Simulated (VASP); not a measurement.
Input of a VASP 6.6.1 run:

INCAR

```
SYSTEM = Cu
ALGO = Normal
EDIFF = 1E-6
ENCUT = 820
GGA_COMPAT = .FALSE.
ISIF = 2
ISMEAR = 0
LASPH = .TRUE.
LCHARG = .TRUE.
LELF = .TRUE.
LREAL = .FALSE.
LVHAR = .TRUE.
LWAVE = .FALSE.
NBANDS = 16
NELM = 120
PREC = Accurate
SIGMA = 0.15
```

KPOINTS

```
k-points
0
G
  24 24 24
  0 0 0
```

Contents of POSCAR:

```
Cu
1.0
   -1.3706536540      1.3706536540      1.3760814500
    1.3706536540     -1.3706536540      1.3760814500
    1.3706536540      1.3706536540     -1.3760814500
Cu
1
Direct
    0.0000000000      0.0000000000      0.0000000000
```

Potentials or basis: VASP PAW LDA potentials, release 64 (Cu_sv_GW).

Command:

```sh
$ cat potpaw_LDA.64/Cu_sv_GW/POTCAR > POTCAR
$ mpirun -np 1 vasp_std > vasp.out
```

(1) Predict the pressure.

(2) Predict the band gap on the k mesh.

Results:

(1) 11.0 GPa.

(2) zero (an odd number of electrons rules out a gap without spin polarisation).

Caveat: the cell differs from its parent crystal (strain -0.0500 x Voigt [1, 1, 0, 0, 0, 0]); the cell stands under pressure.
